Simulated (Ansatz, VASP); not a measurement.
**Two plane-wave programs on ScNb**

```
CELL_PARAMETERS angstrom
3.06564 0.00000 0.00000
-1.53282 2.65493 0.00000
0.00000 0.00000 5.07219
ATOMIC_POSITIONS crystal
Sc 0.00000 0.00000 0.00000
Nb 0.33333 0.66667 0.50000
```

Alike in both runs: task single point; functional LDA; k mesh 6 × 6 × 4; occupations gaussian, width 0.1 eV; no spin polarisation.

```csv
,VASP,Ansatz
version,VASP 6.6.1,Ansatz 0.2.0
potentials or method,"VASP PAW LDA potentials, release 64 (Sc_sv, Nb_sv), cutoff 500 eV","scalar-relativistic, plane waves, PAW"
valence electrons in the cell,24,24
```

VASP gave:

| Property | Result |
| --- | --- |
| gap on the k mesh at the Fermi level (eV) | none |
| pressure (GPa) | -7.6 |
| traceless stress, the component that is largest in VASP (GPa) | 1.11 |

Which values does Ansatz return?

gap on the k mesh at the Fermi level (eV): none; pressure (GPa): -7.7; traceless stress, the component that is largest in VASP (GPa): 1.07.

LDA's correlation is that of Perdew and Zunger in VASP and of Perdew and Wang (1992) in Ansatz. A gap of «none» marks a metal or a gap that the smearing closes.

The k mesh is coarse, so the values compare programs but aren't converged.
